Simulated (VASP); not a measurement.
Here is a VASP 6.6.1 calculation.

POSCAR

```
GaN
1.0
    0.0000000000      2.2489525415      2.2489525415
    2.2489525415      0.0000000000      2.2489525415
    2.2489525415      2.2489525415      0.0000000000
Ga N
1 1
Direct
    0.0000000000      0.0000000000      0.0000000000
    0.2500000000      0.2500000000      0.2500000000
```

File INCAR.step1:

```
PREC = Accurate
ENCUT = 520
ISMEAR = 0
SIGMA = 0.01
LREAL = False
LASPH = True
NELM = 60
NBANDS = 16
GGA = PE
ALGO = Normal
EDIFF = 1E-4
LWAVE = True
LCHARG = False
```

INCAR.step2

```
PREC = Accurate
ENCUT = 520
EDIFF = 1E-6
ISMEAR = 0
SIGMA = 0.01
LREAL = False
LASPH = True
NELM = 60
ALGO = Normal
ISIF = 2
LWAVE = False
LCHARG = False
METAGGA = R2SCAN
LMIXTAU = True
NBANDS = 16
ISTART = 1
```

The input KPOINTS:

```
Automatic mesh
0
Gamma
  8 8 8
```

Potentials or basis: VASP PAW PBE potentials, release 64 (Ga_d, N).

Run with:

```bash
$ cat potpaw_PBE.64/Ga_d/POTCAR potpaw_PBE.64/N/POTCAR > POTCAR
$ cp INCAR.step1 INCAR
$ mpirun -np 1 vasp_std > vasp.out
$ cp INCAR.step2 INCAR
$ mpirun -np 1 vasp_std > vasp.out
```

Task: Estimate the band gap on the k mesh.

Result: 2.16 eV, direct.

Task: Estimate the pressure.

Result: 1.1 GPa.

Caveat: the PAW data sets were made with another functional, which shifts forces and pressure a little. r2SCAN opens gaps a little over a GGA but as a rule still falls short of measured ones.
